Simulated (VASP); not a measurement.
# CdTe (F-43m) in VASP: notebook

CdTe is run at these levels: PBE; tasks: single point.

Program: VASP 6.6.1. These are calculated values, not measurements. Logs are shortened: lines on timing, memory, paths and dates and some standing lists are left out, and cuts for length are marked.

**1. The cell of the first run**

It takes space group F-43m (No. 216, cubic). The conventional cell has a = 6.381 Å, b = 6.381 Å, c = 6.381 Å, α = 90.00°, β = 90.00°, γ = 90.00°. Within 3.6 Å of Cd (site symmetry -43m) lie 4 Te at 2.76 Å. Within 3.6 Å of Te (site symmetry -43m) lie 4 Cd at 2.76 Å.

**2. Single point, PBE**

INCAR reads:

```
  ALGO = Normal
  EDIFF = 1E-6
  ENCUT = 520
  GGA = PE
  ISIF = 2
  ISMEAR = 0
  LASPH = True
  LCHARG = False
  LREAL = False
  LWAVE = False
  NBANDS = 16
  NELM = 80
  PREC = Accurate
  SIGMA = 0.02
```

KPOINTS reads:

```
k-points
0
Gamma
  10 10 10
```

POSCAR reads:

```
CdTe
1.0
    0.0000000000      3.1905353690      3.1905353690
    3.1905353690      0.0000000000      3.1905353690
    3.1905353690      3.1905353690      0.0000000000
Cd Te
1 1
Direct
    0.0000000000      0.0000000000      0.0000000000
    0.2500000000      0.2500000000      0.2500000000
```

Potentials or basis: VASP PAW PBE potentials, release 64 (Cd, Te).

On the command line:

```console
> cat potpaw_PBE.64/Cd/POTCAR potpaw_PBE.64/Te/POTCAR > POTCAR
> mpirun -np 1 vasp_std > vasp.out
```

OUTCAR:

```text
EDIFF = 1E-6
   ENCUT = 520
   GGA = PE
   ISIF = 2
   ISMEAR = 0
   LASPH = True
   LREAL = False
   NELM = 80
   PREC = Accurate

 ion  position               nearest neighbor table
   1  0.000  0.000  0.000-   2 2.76   2 2.76   2 2.76   2 2.76
   2  0.250  0.250  0.250-   1 2.76   1 2.76   1 2.76   1 2.76

  LATTYP: Found a face centered cubic cell.
 ALAT       =     6.3810707380

  Lattice vectors:

 A1 = (   0.0000000000,   3.1905353690,   3.1905353690)
 A2 = (   3.1905353690,   0.0000000000,   3.1905353690)
 A3 = (   3.1905353690,   3.1905353690,   0.0000000000)

Analysis of symmetry for initial positions (statically):
=====================================================================
 Subroutine PRICEL returns:
 Original cell was already a primitive cell.

 Routine SETGRP: Setting up the symmetry group for a
 face centered cubic supercell.

 Subroutine GETGRP returns: Found 24 space group operations
 (whereof 24 operations were pure point group operations)
 out of a pool of 48 trial point group operations.

The static configuration has the point symmetry T_d .

Analysis of symmetry for dynamics (positions and initial velocities):
=====================================================================
 Subroutine PRICEL returns:
 Original cell was already a primitive cell.

 Routine SETGRP: Setting up the symmetry group for a
 face centered cubic supercell.

 Subroutine GETGRP returns: Found 24 space group operations
 (whereof 24 operations were pure point group operations)
 out of a pool of 48 trial point group operations.

The dynamic configuration has the point symmetry T_d .

 Subroutine INISYM returns: Found 24 space group operations
 (whereof 24 operations are pure point group operations),
 and found     1 'primitive' translations

----------------------------------------------------------------------------------------

                                     Primitive cell

  volume of cell :      64.9562

  direct lattice vectors                    reciprocal lattice vectors
     0.000000000  3.190535369  3.190535369    -0.156713511  0.156713511  0.156713511
     3.190535369  0.000000000  3.190535369     0.156713511 -0.156713511  0.156713511
     3.190535369  3.190535369  0.000000000     0.156713511  0.156713511 -0.156713511

  length of vectors
     4.512098390  4.512098390  4.512098390     0.271435763  0.271435763  0.271435763

  position of ions in fractional coordinates (direct lattice)
     0.000000000  0.000000000  0.000000000
     0.250000000  0.250000000  0.250000000

  ion indices of the primitive-cell ions
   primitive index   ion index
                 1           1
                 2           2

----------------------------------------------------------------------------------------

 KPOINTS: k-points

Automatic generation of k-mesh.
 Grid dimensions read from file:
 generate k-points for:   10   10   10

 Generating k-lattice:

  Cartesian coordinates                     Fractional coordinates (reciprocal lattice)
    -0.015671351  0.015671351  0.015671351     0.100000000  0.000000000  0.000000000
     0.015671351 -0.015671351  0.015671351     0.000000000  0.100000000  0.000000000
     0.015671351  0.015671351 -0.015671351     0.000000000  0.000000000  0.100000000

  Length of vectors
     0.027143576  0.027143576  0.027143576

  Shift w.r.t. Gamma in fractional coordinates (k-lattice)
     0.000000000  0.000000000  0.000000000

 Subroutine IBZKPT returns following result:
 ===========================================

 Found     47 irreducible k-points:

 Following reciprocal coordinates:
            Coordinates               Weight
  0.000000  0.000000  0.000000      1.000000
  0.100000  0.000000  0.000000      8.000000
  0.200000  0.000000  0.000000      8.000000
  0.300000  0.000000  0.000000      8.000000
  0.400000  0.000000  0.000000      8.000000
  0.500000  0.000000  0.000000      4.000000
[... 16 lines left out ...]
  0.300000  0.300000  0.000000      6.000000
  0.400000  0.300000  0.000000     24.000000
 [... further k-points ...]
   k-points           NKPTS =     47   k-points in BZ     NKDIM =     47   number of bands    NBANDS=     16
   number of dos      NEDOS =    301   number of ions     NIONS =      2
   total plane-waves  NPLWV =  46656
   dimension x,y,z NGX =    36 NGY =   36 NGZ =   36
   dimension x,y,z NGXF=    72 NGYF=   72 NGZF=   72
   ions per type =               1   1
   NGX,Y,Z   is equivalent  to a cutoff of  13.26, 13.26, 13.26 a.u.
   NGXF,Y,Z  is equivalent  to a cutoff of  26.53, 26.53, 26.53 a.u.
 SYSTEM =  unknown system
   PREC   = accura    normal or accurate (medium, high low for compatibility)
   ISTART =      0    job   : 0-new  1-cont  2-samecut
   ICHARG =      2    charge: 1-file 2-atom 10-const
   ISPIN  =      1    spin polarized calculation?
   LNONCOLLINEAR =      F non collinear calculations
   LSORBIT =      F    spin-orbit coupling
   LASPH  =      T    aspherical Exc in radial PAW
   ENCUT  =  520.0 eV  38.22 Ry    6.18 a.u.   8.39  8.39  8.39*2*pi/ulx,y,z
   NELM   =     80;   NELMIN=  2; NELMDL= -5     # of ELM steps
   EDIFF  = 0.1E-05   stopping-criterion for ELM
   LREAL  =      F    real-space projection
   EDIFFG = 0.1E-04   stopping-criterion for IOM
   NSW    =      0    number of steps for IOM
   IBRION =     -1    ionic relax: 0-MD 1-quasi-New 2-CG
   NFREE  =      0    steps in history (QN), initial steepest desc. (CG)
   ISIF   =      2    stress and relaxation
   ISYM   =      2    0-nonsym 1-usesym 2-fastsym
   POTIM  = 0.5000    time-step for ionic-motion
   TEBEG  =    0.0;   TEEND  =   0.0 temperature during run
   PSTRESS=    0.0 pullay stress
   NELECT =      18.0000    total number of electrons
   NUPDOWN=      -1.0000    fix difference up-down
   EMIN   =  10.00;   EMAX   =-10.00  energy-range for DOS
   EFERMI =   0.00;   METHOD = LEGACY
   ISMEAR =     0;   SIGMA  =   0.02  broadening in eV -4-tet -1-fermi 0-gaus
   EFERMI_NEDOS =   21; number of points for ismear=-14 and -15
   IALGO  =     38    algorithm
   IMIX   =      4    mixing-type and parameters
     AMIX     =   0.40;   BMIX     =  1.00
     AMIX_MAG =   1.60;   BMIX_MAG =  1.00
  volume/ion in A,a.u.               =      32.48       219.17
  Fermi-wavevector in a.u.,A,eV,Ry     =   1.067314  2.016931 15.499194  1.139159
  Thomas-Fermi vector in A             =   2.202926
   LORBIT       =      0    0 simple, 1 ext, 2 COOP (PROOUT), +10 PAW based schemes
   GGA     = PE    functional components
   LHFCALC =     F    Hartree Fock is set to
   AEXX    =    0.0000 exact exchange contribution
   IVDW    =     0    specifies the selected vdW correction
   LEPSILON=     F    determine dielectric tensor
   LRPA    =     F    only Hartree local field effects (RPA)
 non-spin polarized calculation
 Gauss-broadening in eV      SIGMA  =   0.02
  energy-cutoff  :      520.00
  volume of cell :       64.96
 maximum number of plane-waves:      1807
 NGX is ok and might be reduce to    36
   NGX = 17   NGY = 17   NGZ = 17

 number of electron      17.9999999 magnetization

 Free energy of the ion-electron system (eV)
  ---------------------------------------------------
  ext. energy  EPLUGINS =         0.00000000
  ---------------------------------------------------
  free energy    TOTEN  =        -4.70108237 eV

  energy without entropy =       -4.70108237  energy(sigma->0) =       -4.70108237

 E-fermi :   2.8936     XC(G=0):  -8.7940

 val. band max:        2.7836613224   @ k =   0.0000   0.0000   0.0000
 cond. band min:       3.6996406462   @ k =   0.0000   0.0000   0.0000
 fundamental gap:      0.9159793238
 Fermi energy:         2.8936170474

 k-point     1 :       0.0000    0.0000    0.0000
  band No.  band energies     occupation
      1      -8.6690      2.00000
      2      -5.6745      2.00000
      3      -5.6745      2.00000
      4      -5.6745      2.00000
      5      -5.3775      2.00000
      6      -5.3775      2.00000
[... 8 lines left out ...]
     15      12.2224      0.00000
     16      12.2224      0.00000

 k-point     2 :       0.1000    0.0000    0.0000
  band No.  band energies     occupation
      1      -8.6268      2.00000
      2      -5.6661      2.00000
      3      -5.6661      2.00000
      4      -5.6445      2.00000
      5      -5.3783      2.00000
      6      -5.3783      2.00000
[... 8 lines left out ...]
     15      11.6092      0.00000
     16      11.6092      0.00000

 k-point     3 :       0.2000    0.0000    0.0000
  band No.  band energies     occupation
      1      -8.5157      2.00000
      2      -5.6455      2.00000
      3      -5.6455      2.00000
      4      -5.5444      2.00000
      5      -5.3790      2.00000
      6      -5.3790      2.00000
[... 8 lines left out ...]
     15      11.2134      0.00000
     16      11.2548      0.00000

 k-point     4 :       0.3000    0.0000    0.0000
  band No.  band energies     occupation
      1      -8.3783      2.00000
      2      -5.6228      2.00000
      3      -5.6228      2.00000
      4      -5.3763      2.00000
      5      -5.3763      2.00000
      6      -5.3578      2.00000
[... 8 lines left out ...]
     15      11.4812      0.00000
     16      11.4812      0.00000
[... 324 lines left out ...]
 k-point    22 :      -0.2000    0.2000    0.0000
  band No.  band energies     occupation
      1      -8.3324      2.00000
      2      -5.6113      2.00000
      3      -5.5983      2.00000
      4      -5.3977      2.00000
      5      -5.3899      2.00000
      6      -5.2807      2.00000
[... 8 lines left out ...]
     15      12.4958      0.00000
     16      13.1824      0.00000

 k-point    23 :       0.3000    0.3000    0.0000
  band No.  band energies     occupation
      1      -8.2855      2.00000
      2      -5.5566      2.00000
      3      -5.5566      2.00000
      4      -5.4892      2.00000
      5      -5.3549      2.00000
      6      -5.2612      2.00000
[... 8 lines left out ...]
     15      12.9665      0.00000
     16      14.5129      0.00000

 k-point    24 :       0.4000    0.3000    0.0000
  band No.  band energies     occupation
      1      -8.2012      2.00000
      2      -5.5447      2.00000
      3      -5.5330      2.00000
      4      -5.4719      2.00000
      5      -5.3518      2.00000
      6      -5.1010      2.00000
[... 8 lines left out ...]
     15      13.3929      0.00000
     16      14.6758      0.00000

 [... further k-points ...]

------------------------ aborting loop because EDIFF is reached ----------------------------------------

  FORCE on cell =-STRESS in cart. coord.  units (eV):
  Direction    XX          YY          ZZ          XY          YZ          ZX
  --------------------------------------------------------------------------------------
  -------------------------------------------------------------------------------------
  Total        2.0912140      2.0912140      2.0912140     -0.0000000      0.0000000      0.0000000
  in kB       51.5808354     51.5808354     51.5808354     -0.0000000      0.0000000      0.0000000
  external PRESSURE =      51.5808354 kB  Pullay stress =       0.0000000 kB

 VOLUME and BASIS-vectors are now :
 -----------------------------------------------------------------------------
  energy-cutoff  :      520.00
  volume of cell :       64.96
      direct lattice vectors                 reciprocal lattice vectors
     0.000000000  3.190535369  3.190535369    -0.156713511  0.156713511  0.156713511
     3.190535369  0.000000000  3.190535369     0.156713511 -0.156713511  0.156713511
     3.190535369  3.190535369  0.000000000     0.156713511  0.156713511 -0.156713511

 POSITION                                       TOTAL-FORCE (eV/Angst)
 -----------------------------------------------------------------------------------
      0.00000      0.00000      0.00000        -0.000000     -0.000000     -0.000000
      1.59527      1.59527      1.59527         0.000000      0.000000      0.000000
 -----------------------------------------------------------------------------------
    total drift:                               -0.000000     -0.000000     -0.000000

  FREE ENERGIE OF THE ION-ELECTRON SYSTEM (eV)
  ---------------------------------------------------
  free  energy   TOTEN  =        -4.7010823678 eV

  energy  without entropy=       -4.7010823678  energy(sigma->0) =       -4.70108237
```

Run time: 18 s. Hardware: 1 thread of Intel Xeon 6975P-C (Granite Rapids), shared host; peak memory 0.23 GiB.

Results:

```
Free energy            : -4.7011 eV
Pressure               : 5.2 GPa
Band gap on the k mesh : 0.92 eV, direct
```

Levels at points of the mesh, in eV from the valence-band top:
```tsv
k point	band 6	band 7	band 8	band 9	band 10	band 11	band 12	band 13
(0.00, 0.00, 0.00)	-8.16	0.00	0.00	0.00	0.92	4.57	4.57	4.57
(0.50, 0.00, 0.00)	-7.77	-4.70	-0.85	-0.85	1.86	5.17	5.17	7.10
(0.50, 0.50, 0.00)	-7.61	-4.54	-2.03	-2.03	2.50	2.65	9.10	9.37
```

Caveat: spin-orbit coupling is left out, which moves the levels of the heavy elements. A hybrid or GW would open this gap; PBE tends to underestimate it.

**3. Single point, PBE**

INCAR reads:

```
SYSTEM = CdTe
PREC = Accurate
ENCUT = 520
EDIFF = 1E-7
ISMEAR = 0
SIGMA = 0.02
LREAL = .FALSE.
LASPH = .TRUE.
NELM = 60
ALGO = Normal
ISIF = 2
LWAVE = .FALSE.
LCHARG = .FALSE.
GGA = PE
NBANDS = 16
```

KPOINTS reads:

```
Automatic mesh
0
G
  10 10 10
  0 0 0
```

POSCAR is that of step 2.

Potentials or basis: VASP PAW PBE potentials, release 64 (Cd, Te).

On the command line:

```console
> cat potpaw_PBE.64/Cd/POTCAR potpaw_PBE.64/Te/POTCAR > POTCAR
> mpirun -np 1 vasp_std > vasp.out
```

It took 22 s on 1 thread of Intel Xeon 6975P-C (Granite Rapids), shared host; peak memory 0.23 GiB.

Results (log left out):

```
Free energy            : -4.7011 eV
Pressure               : 5.2 GPa
Band gap on the k mesh : 0.92 eV, direct
```

Levels at points of the mesh, in eV from the valence-band top:
| k point | band 7 | band 8 | band 9 | band 10 | band 11 | band 12 |
| --- | --- | --- | --- | --- | --- | --- |
| (0.00, 0.00, 0.00) | 0.00 | 0.00 | 0.00 | 0.92 | 4.57 | 4.57 |
| (0.50, 0.00, 0.00) | -4.70 | -0.85 | -0.85 | 1.86 | 5.17 | 5.17 |
| (0.50, 0.50, 0.00) | -4.54 | -2.03 | -2.03 | 2.50 | 2.65 | 9.10 |

Caveat: spin-orbit coupling is left out, which moves the levels of the heavy elements. A hybrid or GW would open this gap; PBE tends to underestimate it.

**4. Single point, PBE**

This run uses another cell than the first one, of 34.48 Å³/atom, 1.062 times its volume.

INCAR reads:

```
SYSTEM = CdTe
PREC = Accurate
ENCUT = 520
EDIFF = 1E-7
ISMEAR = 0
SIGMA = 0.02
LREAL = .False.
LASPH = .True.
NELM = 80
ALGO = Normal
ISIF = 2
LWAVE = .False.
LCHARG = .True.
GGA = PE
LELF = .True.
LVHAR = .True.
NBANDS = 16
```

KPOINTS reads:

```
regular mesh
0
Gamma
  10 10 10
  0 0 0
```

POSCAR reads:

```
CdTe
1.0
    0.0000000000      3.2549070817      3.2549070817
    3.2549070817      0.0000000000      3.2549070817
    3.2549070817      3.2549070817      0.0000000000
Cd Te
1 1
Direct
    0.0000000000      0.0000000000      0.0000000000
    0.2500000000      0.2500000000      0.2500000000
```

On the command line:

```console
> cat potpaw_PBE.64/Cd/POTCAR potpaw_PBE.64/Te/POTCAR > POTCAR
> mpirun -np 1 vasp_std > vasp.out
```

Wall time 23 s (1 thread of Intel Xeon 6975P-C (Granite Rapids), shared host); peak memory 0.23 GiB.

It converged, with:

```
Free energy            : -4.7898 eV
Pressure               : 2.1 GPa
Band gap on the k mesh : 0.73 eV, direct
```

Levels at points of the mesh, in eV from the valence-band top:
| k point | band 6 | band 7 | band 8 | band 9 | band 10 | band 11 | band 12 | band 13 |
| --- | --- | --- | --- | --- | --- | --- | --- | --- |
| (0.00, 0.00, 0.00) | -7.99 | 0.00 | 0.00 | 0.00 | 0.73 | 4.61 | 4.61 | 4.61 |
| (0.50, 0.00, 0.00) | -7.65 | -4.35 | -0.76 | -0.76 | 1.81 | 5.19 | 5.19 | 7.07 |
| (0.50, 0.50, 0.00) | -7.51 | -4.24 | -1.82 | -1.82 | 2.64 | 2.67 | 8.77 | 9.06 |

Caveat: spin-orbit coupling is left out, which moves the levels of the heavy elements.

**5. Single point, PBE**

This run uses another cell than the first one, of 34.48 Å³/atom, 1.062 times its volume.

INCAR reads:

```
ALGO = Normal ; EDIFF = 1E-7
ENCUT = 520 ; GGA = PE
ISIF = 2 ; ISMEAR = 0
LASPH = T ; LCHARG = F
LREAL = F ; LWAVE = F
NBANDS = 16 ; NELM = 60
PREC = Accurate ; SIGMA = 0.02
```

KPOINTS reads:

```
k-points
0
Gamma
  10 10 10
```

POSCAR is that of step 4.

On the command line:

```console
> cat potpaw_PBE.64/Cd/POTCAR potpaw_PBE.64/Te/POTCAR > POTCAR
> mpirun -np 1 vasp_std > vasp.out
```

Wall time 25 s (1 thread of Intel Xeon 6975P-C (Granite Rapids), shared host); peak memory 0.23 GiB.

The run converged. Its results:

```yaml
Free_energy: -4.7898 eV
Pressure: 2.1 GPa
Band_gap_on_the_k_mesh: 0.73 eV, direct
```

Levels at points of the mesh, in eV from the valence-band top:
| k point | band 7 | band 8 | band 9 | band 10 | band 11 | band 12 |
| --- | --- | --- | --- | --- | --- | --- |
| (0.00, 0.00, 0.00) | 0.00 | 0.00 | 0.00 | 0.73 | 4.61 | 4.61 |
| (0.50, 0.00, 0.00) | -4.35 | -0.76 | -0.76 | 1.81 | 5.19 | 5.19 |
| (0.50, 0.50, 0.00) | -4.24 | -1.82 | -1.82 | 2.64 | 2.67 | 8.77 |

Caveat: spin-orbit coupling is left out, which moves the levels of the heavy elements. Expect the measured gap to be larger: semilocal functionals such as PBE lack the derivative discontinuity.

[end of part 1 of 2]
